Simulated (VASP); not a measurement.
Input of a VASP 6.6.1 run:

File INCAR:

```
ALGO = Normal
EDIFF = 1E-6
ENCUT = 520
GGA = PE
ISIF = 2
ISMEAR = -1
LASPH = T
LCHARG = F
LREAL = F
LWAVE = F
NBANDS = 24
NELM = 100
PREC = Accurate
SIGMA = 0.05
```

KPOINTS

```
k-points
0
Gamma
  11 11 6
```

The input POSCAR:

```
TaN
1.0
    2.6615874336      0.0000000000      0.0000000000
   -1.3307937168      2.3050023319      0.0000000000
    0.0000000000      0.0000000000      5.5262005957
Ta N
2 2
Direct
    0.0000000000      0.0000000000      0.0000000000
    0.0000000000      0.0000000000      0.5000000000
    0.3333333333      0.6666666667      0.2500000000
    0.6666666667      0.3333333333      0.7500000000
```

Potentials or basis: VASP PAW PBE potentials, release 64 (Ta_pv, N).

Command:

```sh
$ cat potpaw_PBE.64/Ta_pv/POTCAR potpaw_PBE.64/N/POTCAR > POTCAR
$ mpirun -np 1 vasp_std > vasp.out
```

(1) What does it give for the band gap on the k mesh?

(2) Predict the pressure.

## Answers

(1) zero (band 16 reaches 11.45 eV, above the bottom of band 17 at 10.17 eV).

(2) 142.9 GPa.

Caveat: spin-orbit coupling is left out, which moves the levels of the heavy elements.
